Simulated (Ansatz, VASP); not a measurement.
**KF: VASP beside Ansatz**

```
K F
1.0
     3.44885    0.86221    0.86221
     0.86221    3.44885    0.86221
     0.86221    0.86221    3.44885
K F
1 1
Cartesian
  0.0000 0.0000 0.0000
  2.5866 2.5866 2.5866
```

Alike in both runs: task single point; functional PBEsol; k mesh 8 × 8 × 8; occupations gaussian, width 0.05 eV; no spin polarisation.

|  | VASP | Ansatz |
| --- | --- | --- |
| version | VASP 6.6.1 | Ansatz 0.2.0 |
| potentials or method | VASP PAW PBE potentials, release 64 (K_sv, F), cutoff 520 eV | scalar-relativistic, plane waves, PAW |
| valence electrons in the cell | 16 | 16 |

VASP gave:

```
gap on the k mesh at the Fermi level (eV) : 6.54
least direct gap on the mesh (eV)         : 6.54
pressure (GPa)                            : 3.2
```

Question: What did Ansatz give for the same quantities?

Answer: gap on the k mesh at the Fermi level (eV): 6.56; least direct gap on the mesh (eV): 6.56; pressure (GPa): 3.1.

VASP's potentials were made for PBE, not for PBEsol. The functional is the same, so the differences come from potentials, cutoffs and numerics.
